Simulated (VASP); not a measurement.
# GaB (P4/mmm) in VASP: settings compared, part 2 of 2

VASP 6.6.1.

**5. Relaxation of cell and atoms, PBE**

INCAR

```
SYSTEM = GaB
PREC = Accurate ; ENCUT = 600
EDIFF = 1E-7 ; ISMEAR = -1
SIGMA = 0.05 ; LREAL = .False.
LASPH = .True. ; NELM = 80
ALGO = Normal ; ISIF = 3
LWAVE = .False. ; LCHARG = .False.
GGA = PE ; IBRION = 2
NSW = 60 ; EDIFFG = -0.01
```

KPOINTS

```
regular mesh
0
Gamma
  10 10 8
  0 0 0
```

POSCAR

```
GaB
1.0
    2.7182400000      0.0000000000      0.0000000000
    0.0000000000      2.7182400000      0.0000000000
    0.0000000000      0.0000000000      3.2362100000
Ga B
1 1
Direct
    0.5000000000      0.5000000000      0.5000000000
    0.0000000000      0.0000000000      0.0000000000
```

Potentials or basis: VASP PAW PBE potentials, release 64 (Ga_d, B).

Launch:

```
cat potpaw_PBE.64/Ga_d/POTCAR potpaw_PBE.64/B/POTCAR > POTCAR
mpirun -np 1 vasp_std > vasp.out
```

OUTCAR:

```text
SYSTEM = GaB
   PREC = Accurate
   ENCUT = 600
   EDIFF = 1E-7
   ISMEAR = -1
   LREAL = .False.
   LASPH = .True.
   NELM = 80
   ISIF = 3
   GGA = PE
   IBRION = 2
   NSW = 60
   EDIFFG = -0.01

 ion  position               nearest neighbor table
   1  0.500  0.500  0.500-   2 2.51   2 2.51   2 2.51   2 2.51   2 2.51   2 2.51   2 2.51   2 2.51

   2  0.000  0.000  0.000-   1 2.51   1 2.51   1 2.51   1 2.51   1 2.51   1 2.51   1 2.51   1 2.51

  LATTYP: Found a simple tetragonal cell.
 ALAT       =     2.7182400000
 C/A-ratio  =     1.1905534463

  Lattice vectors:

 A1 = (   2.7182400000,   0.0000000000,   0.0000000000)
 A2 = (   0.0000000000,   2.7182400000,   0.0000000000)
 A3 = (   0.0000000000,   0.0000000000,   3.2362100000)

Analysis of symmetry for initial positions (statically):
=====================================================================
 Subroutine PRICEL returns:
 Original cell was already a primitive cell.

 Routine SETGRP: Setting up the symmetry group for a
 simple tetragonal supercell.

 Subroutine GETGRP returns: Found 16 space group operations
 (whereof 16 operations were pure point group operations)
 out of a pool of 16 trial point group operations.

The static configuration has the point symmetry D_4h.

Analysis of symmetry for dynamics (positions and initial velocities):
=====================================================================
 Subroutine PRICEL returns:
 Original cell was already a primitive cell.

 Routine SETGRP: Setting up the symmetry group for a
 simple tetragonal supercell.

 Subroutine GETGRP returns: Found 16 space group operations
 (whereof 16 operations were pure point group operations)
 out of a pool of 16 trial point group operations.

The dynamic configuration has the point symmetry D_4h.

 Subroutine INISYM returns: Found 16 space group operations
 (whereof 16 operations are pure point group operations),
 and found     1 'primitive' translations

----------------------------------------------------------------------------------------

                                     Primitive cell

  volume of cell :      23.9118

  direct lattice vectors                    reciprocal lattice vectors
     2.718240000  0.000000000  0.000000000     0.367885102  0.000000000  0.000000000
     0.000000000  2.718240000  0.000000000     0.000000000  0.367885102  0.000000000
     0.000000000  0.000000000  3.236210000     0.000000000  0.000000000  0.309003433

  length of vectors
     2.718240000  2.718240000  3.236210000     0.367885102  0.367885102  0.309003433

  position of ions in fractional coordinates (direct lattice)
     0.500000000  0.500000000  0.500000000
     0.000000000  0.000000000  0.000000000

  ion indices of the primitive-cell ions
   primitive index   ion index
                 1           1
                 2           2

[... 51 lines left out ...]
  0.200000  0.000000  0.125000      8.000000
 [... further k-points ...]
   k-points           NKPTS =    105   k-points in BZ     NKDIM =    105   number of bands    NBANDS=     12
   number of dos      NEDOS =    301   number of ions     NIONS =      2
   total plane-waves  NPLWV =  16128
   dimension x,y,z NGX =    24 NGY =   24 NGZ =   28
   dimension x,y,z NGXF=    48 NGYF=   48 NGZF=   56
   ions per type =               1   1
   NGX,Y,Z   is equivalent  to a cutoff of  14.68, 14.68, 14.38 a.u.
   NGXF,Y,Z  is equivalent  to a cutoff of  29.36, 29.36, 28.77 a.u.
 SYSTEM =  GaB
   PREC   = accura    normal or accurate (medium, high low for compatibility)
   ISTART =      0    job   : 0-new  1-cont  2-samecut
   ICHARG =      2    charge: 1-file 2-atom 10-const
   ISPIN  =      1    spin polarized calculation?
   LNONCOLLINEAR =      F non collinear calculations
   LSORBIT =      F    spin-orbit coupling
   LASPH  =      T    aspherical Exc in radial PAW
   ENCUT  =  600.0 eV  44.10 Ry    6.64 a.u.   5.43  5.43  6.46*2*pi/ulx,y,z
   NELM   =     80;   NELMIN=  2; NELMDL= -5     # of ELM steps
   EDIFF  = 0.1E-06   stopping-criterion for ELM
   LREAL  =      F    real-space projection
   EDIFFG = -.1E-01   stopping-criterion for IOM
   NSW    =     60    number of steps for IOM
   IBRION =      2    ionic relax: 0-MD 1-quasi-New 2-CG
   NFREE  =      1    steps in history (QN), initial steepest desc. (CG)
   ISIF   =      3    stress and relaxation
   ISYM   =      2    0-nonsym 1-usesym 2-fastsym
   POTIM  = 0.5000    time-step for ionic-motion
   TEBEG  =    0.0;   TEEND  =   0.0 temperature during run
   PSTRESS=    0.0 pullay stress
   NELECT =      16.0000    total number of electrons
   NUPDOWN=      -1.0000    fix difference up-down
   EMIN   =  10.00;   EMAX   =-10.00  energy-range for DOS
   EFERMI =   0.00;   METHOD = LEGACY
   ISMEAR =    -1;   SIGMA  =   0.05  broadening in eV -4-tet -1-fermi 0-gaus
   EFERMI_NEDOS =   21; number of points for ismear=-14 and -15
   IALGO  =     38    algorithm
   IMIX   =      4    mixing-type and parameters
     AMIX     =   0.40;   BMIX     =  1.00
     AMIX_MAG =   1.60;   BMIX_MAG =  1.00
  volume/ion in A,a.u.               =      11.96        80.68
  Fermi-wavevector in a.u.,A,eV,Ry     =   1.431894  2.705886 27.896285  2.050319
  Thomas-Fermi vector in A             =   2.551580
   LORBIT       =      0    0 simple, 1 ext, 2 COOP (PROOUT), +10 PAW based schemes
   GGA     = PE    functional components
   LHFCALC =     F    Hartree Fock is set to
   AEXX    =    0.0000 exact exchange contribution
   IVDW    =     0    specifies the selected vdW correction
   LEPSILON=     F    determine dielectric tensor
   LRPA    =     F    only Hartree local field effects (RPA)
 conjugate gradient relaxation of ions
 non-spin polarized calculation
  energy-cutoff  :      600.00
  volume of cell :       23.91
 maximum number of plane-waves:       813
 NGX is ok and might be reduce to    24
   NGX = 11   NGY = 11   NGZ = 13

--------------------------------------- Ionic step        1  -------------------------------------------

 number of electron      16.0000003 magnetization

 Free energy of the ion-electron system (eV)
  ---------------------------------------------------
  ext. energy  EPLUGINS =         0.00000000
  ---------------------------------------------------
  free energy    TOTEN  =        -7.15094660 eV

  energy without entropy =       -7.14560717  energy(sigma->0) =       -7.14827688

------------------------ aborting loop because EDIFF is reached ----------------------------------------

  FORCE on cell =-STRESS in cart. coord.  units (eV):
  Direction    XX          YY          ZZ          XY          YZ          ZX
  --------------------------------------------------------------------------------------
  -------------------------------------------------------------------------------------
  Total        0.0528317      0.0528317     -0.0731241      0.0000000      0.0000000      0.0000000
  in kB        3.5399158      3.5399158     -4.8995763      0.0000000      0.0000000      0.0000000
  external PRESSURE =       0.7267517 kB  Pullay stress =       0.0000000 kB
[... 95 lines left out ...]
--------------------------------------- Ionic step        4  -------------------------------------------

 number of electron      16.0000005 magnetization

 Free energy of the ion-electron system (eV)
  ---------------------------------------------------
  ext. energy  EPLUGINS =         0.00000000
  ---------------------------------------------------
  free energy    TOTEN  =        -7.15130554 eV

  energy without entropy =       -7.14599703  energy(sigma->0) =       -7.14865128

 E-fermi :   6.8602     XC(G=0): -11.8899

 val. band max:        6.8596614872   @ k =   0.2000   0.2000   0.0000
 cond. band min:       6.9163710855   @ k =   0.4000   0.4000   0.2500
 fundamental gap:      0.0567095983
 Fermi energy:         6.8602166075

 k-point     1 :       0.0000    0.0000    0.0000
  band No.  band energies     occupation
      1      -8.4240      2.00000
      2      -8.2735      2.00000
      3      -7.9648      2.00000
      4      -7.9648      2.00000
      5      -7.9207      2.00000
      6      -6.4417      2.00000
      7       5.3176      2.00000
      8       8.9109      0.00000
      9       9.4782      0.00000
     10       9.4782      0.00000
     11      15.8893      0.00000
     12      16.3419      0.00000
[... 331 lines left out ...]
 k-point    24 :       0.2000    0.0000    0.1250
  band No.  band energies     occupation
      1      -8.3537      2.00000
      2      -8.1860      2.00000
      3      -8.0574      2.00000
      4      -7.9750      2.00000
      5      -7.9643      2.00000
      6      -5.4499      2.00000
      7       4.4443      2.00000
      8       5.6904      2.00000
      9      10.2681      0.00000
     10      11.2334      0.00000
     11      15.5989      0.00000
     12      16.9464      0.00000

 [... further k-points ...]
[... 5 lines left out ...]
  --------------------------------------------------------------------------------------
  -------------------------------------------------------------------------------------
  Total       -0.0025540     -0.0025540     -0.0091176      0.0000000     -0.0000000     -0.0000000
  in kB       -0.1707686     -0.1707686     -0.6096299      0.0000000     -0.0000000     -0.0000000
  external PRESSURE =      -0.3170557 kB  Pullay stress =       0.0000000 kB
[... 17 lines left out ...]
  FREE ENERGIE OF THE ION-ELECTRON SYSTEM (eV)
  ---------------------------------------------------
  free  energy   TOTEN  =        -7.1513055361 eV

  energy  without entropy=       -7.1459970326  energy(sigma->0) =       -7.14865128

 reached required accuracy - stopping structural energy minimisation
```

CONTCAR:

```text
GaB
   1.00000000000000
     2.7276079256596497    0.0000000000000000    0.0000000000000000
     0.0000000000000000    2.7276079256596497    0.0000000000000000
     0.0000000000000000    0.0000000000000000    3.2207731767559862
  Ga              B
     1     1
Direct
     0.5000000000000000    0.5000000000000000    0.5000000000000000
     0.0000000000000000    0.0000000000000000    0.0000000000000000

  0.00000000E+00  0.00000000E+00  0.00000000E+00
  0.00000000E+00  0.00000000E+00  0.00000000E+00
```

It took 83 s on 1 thread of Intel Xeon 8259CL, shared host; peak memory 0.18 GiB.

What came out:

```yaml
Free_energy: -7.1513 eV
Relaxed_volume: 11.98 Å³/atom
Relaxed_cell: a = 2.728 Å, b = 2.728 Å, c = 3.221 Å, α = 90.00°, β = 90.00°, γ = 90.00°
Space_group_after_relaxing_to_0.1_Å: P4/mmm (No. 123)
Energy_gained_by_relaxing: 0.2 meV/atom
Ionic_steps: 4
Pressure_after_relaxing: 0.0 GPa
Band_gap_on_the_k_mesh: zero (bands 8 and 9 overlap by 8.48 eV)
```

The path:
```
step  energy change (eV)  largest force (eV/Å)  pressure (GPa)  volume (Å³)
   1              0.0000                0.0000            0.07        23.91
   2             -0.0002                0.0000            0.00        23.93
   3             -0.0003                0.0000           -0.06        23.95
   4             -0.0004                0.0000           -0.03        23.96
```

Final structure:
```cif
data_structure
_symmetry_space_group_name_H-M 'P 1'
_symmetry_Int_Tables_number 1
_cell_length_a 2.7276
_cell_length_b 2.7276
_cell_length_c 3.2208
_cell_angle_alpha 90.000
_cell_angle_beta 90.000
_cell_angle_gamma 90.000
_cell_volume 23.96
loop_
_atom_site_label
_atom_site_type_symbol
_atom_site_fract_x
_atom_site_fract_y
_atom_site_fract_z
_atom_site_occupancy
Ga1 Ga 0.50000 0.50000 0.50000 1
B1 B 0.00000 0.00000 0.00000 1
```

Levels at points of the mesh, in eV from the Fermi level:
| k point | band 5 | band 6 | band 7 | band 8 | band 9 | band 10 | band 11 | band 12 |
| --- | --- | --- | --- | --- | --- | --- | --- | --- |
| (0.00, 0.00, 0.00) | -14.78 | -13.30 | -1.54 | 2.05 | 2.62 | 2.62 | 9.03 | 9.48 |
| (0.50, 0.00, 0.00) | -14.81 | -8.62 | -8.25 | 1.97 | 4.99 | 5.61 | 5.65 | 5.71 |
| (0.50, 0.50, 0.00) | -14.63 | -4.49 | -4.49 | -3.59 | -2.02 | 3.32 | 7.78 | 7.78 |
| (0.00, 0.00, 0.50) | -14.78 | -9.86 | -9.78 | 4.29 | 4.29 | 7.95 | 9.54 | 9.54 |
| (0.50, 0.00, 0.50) | -14.72 | -5.43 | -5.29 | -5.04 | -4.19 | 5.40 | 10.26 | 11.86 |
| (0.50, 0.50, 0.50) | -14.63 | -2.03 | -1.31 | -1.31 | -0.43 | 0.15 | 0.15 | 1.29 |

**6. The runs side by side**

```tsv
task	level	cell	k mesh	cutoff (eV)	grid for exact exchange (PRECFOCK)	share of exact exchange	screening parameter	gap on the mesh (eV)	pressure (GPa)
single point	PBE-based screened hybrid with 50 % exact exchange	a = 2.718, b = 2.718, c = 3.236 Å, 2 atoms	5 × 5 × 4	520	Normal	0.5	0.2 1/Å	none	-5.8
single point	PBE0	a = 2.718, b = 2.718, c = 3.236 Å, 2 atoms	5 × 5 × 4	520	Normal	0.25	-	none	-4.5
single point	PBE	a = 2.725, b = 2.725, c = 3.219 Å, 2 atoms	10 × 10 × 8	520	-	-	-	none	0.1
relaxation of cell and atoms	PBE	relaxed from a = 2.718, b = 2.718, c = 3.236 Å, 2 atoms	10 × 10 × 8	600	-	-	-	none	0.0
```

Alike in all rows: potentials or basis VASP PAW PBE potentials, release 64 (Ga_d, B); no spin polarisation; smearing fermi-dirac 0.05 eV.

Caveats: some runs use coarse meshes; the PAW data sets were made with another functional, which shifts forces and pressure a little (at least some runs).

Absolute energies hang on the potentials; compare differences alone.
